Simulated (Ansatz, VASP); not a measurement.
## One calculation of Ge, two programs

The input INCAR:

```
SYSTEM = Ge
  PREC = Accurate
  ENCUT = 520
  EDIFF = 1E-6
  ISMEAR = 0
  SIGMA = 0.024
  LREAL = .False.
  LASPH = .True.
  NELM = 60
  ALGO = Normal
  ISIF = 2
  LWAVE = .False.
  LCHARG = .False.
  GGA = PE
  NBANDS = 21
```

The input KPOINTS:

```
Automatic mesh
0
Gamma
  8 8 8
  0 0 0
```

File POSCAR:

```
Ge
1.0
    0.0000000000      2.8289100000      2.8289100000
    2.8289100000      0.0000000000      2.8289100000
    2.8289100000      2.8289100000      0.0000000000
Ge
2
Direct
    0.7500000000      0.7500000000      0.7500000000
    0.5000000000      0.5000000000      0.5000000000
```

Contents of input.yaml:

```yaml
crystal:
  lattice:
    - [0.0, 2.82891, 2.82891]
    - [2.82891, 0.0, 2.82891]
    - [2.82891, 2.82891, 0.0]
  atoms:
    - { symbol: Ge, position: [0.75, 0.75, 0.75] }
    - { symbol: Ge, position: [0.5, 0.5, 0.5] }
kpoints:
  mp_grid: { grid: [8, 8, 8] }
scf:
  occupations: { method: gaussian, width: 0.024 }
hamiltonian:
  xc: pbe
  pseudopotentials: { kind: all_electron, lapw: { basis_error: 0.001 } }
output:
  forces: true
  stress: true
  eigenvalues: true
```

Alike in both runs: task single point; functional PBE; k mesh 8 × 8 × 8; occupations gaussian, width 0.024 eV; no spin polarisation.

|  | VASP | Ansatz |
| --- | --- | --- |
| version | VASP 6.6.1 | Ansatz 0.2.0 |
| potentials or method | VASP PAW PBE potentials, release 64 (Ge_d), cutoff 520 eV | all-electron LAPW, scalar-relativistic |

Ansatz gave:

- gap on the k mesh at the Fermi level (eV): 0.04
- least direct gap on the mesh (eV): 0.04
- pressure (GPa): 3.6

Task: Which values does VASP return?

Result: gap on the k mesh at the Fermi level (eV): 0.03; least direct gap on the mesh (eV): 0.03; pressure (GPa): 3.5.

Ansatz ran all-electron here, and VASP with PAW potentials.
